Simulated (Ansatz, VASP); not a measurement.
## Two plane-wave programs on In

```
CELL_PARAMETERS angstrom
1.59015 0.91807 8.06293
-1.59015 0.91807 8.06293
0.00000 -1.83614 8.06293
ATOMIC_POSITIONS crystal
In 0.00000 0.00000 0.00000
In 0.77652 0.77652 0.77652
In 0.22348 0.22348 0.22348
```

Alike in both runs: task single point; functional PBE; k mesh 15 × 15 × 15; occupations gaussian, width 0.1 eV; no spin polarisation.

|  | VASP | Ansatz |
| --- | --- | --- |
| version | VASP 6.6.1 | Ansatz 0.2.0 |
| potentials or method | VASP PAW PBE potentials, release 64 (In_d), cutoff 520 eV | scalar-relativistic, plane waves, PAW |
| valence electrons in the cell | 39 | 39 |

```tsv
	VASP	Ansatz	Ansatz less VASP
gap on the k mesh at the Fermi level (eV)	none	none	-
pressure (GPa)	8.2	8.2	+0.02
traceless stress, the component that is largest in VASP (GPa)	-0.88	-0.88	+0.002
rms of the force components (eV/Å)	0.077	0.077	-0.0002
```

Atom by atom the forces differ by 0.000 eV/Å (rms over components). A gap of «none» marks a metal or a gap that the smearing closes. With one functional, cell and mesh, what is left measures potentials, basis and numerics.
